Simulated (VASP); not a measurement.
The system is Cs.

```
Cs
1.0
    -3.12847    3.12847    3.12847
     3.12847   -3.12847    3.12847
     3.12847    3.12847   -3.12847
Cs
1
Direct
  0.00000 0.00000 0.00000
```

- Program: VASP 6.6.1
- Task: relaxation of cell and atoms
- Functional: PBEsol
- Potentials or basis: VASP PAW PBE potentials, release 64 (Cs_sv)
- Cutoff: 600 eV
- k mesh: 6 × 6 × 6
- Occupations: fermi-dirac, width 0.05 eV
- Spin: no spin polarisation

At the start: pressure -0.2 GPa; volume 122.48 Å³/atom.

Question: Where does the relaxation end?

Answer: Over 4 steps the energy falls by 9.0 meV/atom and the volume is 108.54 Å³/atom (-11.4 %); space group Im-3m (No. 229, to 0.05 Å).

The path:
| step | energy change (eV) | largest force (eV/Å) | pressure (GPa) | volume (Å³) |
| --- | --- | --- | --- | --- |
| 1 | 0.0000 | 0.0000 | -0.20 | 122.48 |
| 2 | -0.0030 | 0.0000 | -0.17 | 119.84 |
| 3 | -0.0084 | 0.0000 | -0.06 | 112.16 |
| 4 | -0.0090 | 0.0000 | 0.01 | 108.54 |

Final structure:
```xyz
1
Lattice="-3.0050 3.0050 3.0050 3.0050 -3.0050 3.0050 3.0050 3.0050 -3.0050" Properties=species:S:1:pos:R:3 pbc="T T T"
Cs    0.0000    0.0000    0.0000
```

Caveat: the PAW data sets were made with another functional, which shifts forces and pressure a little.
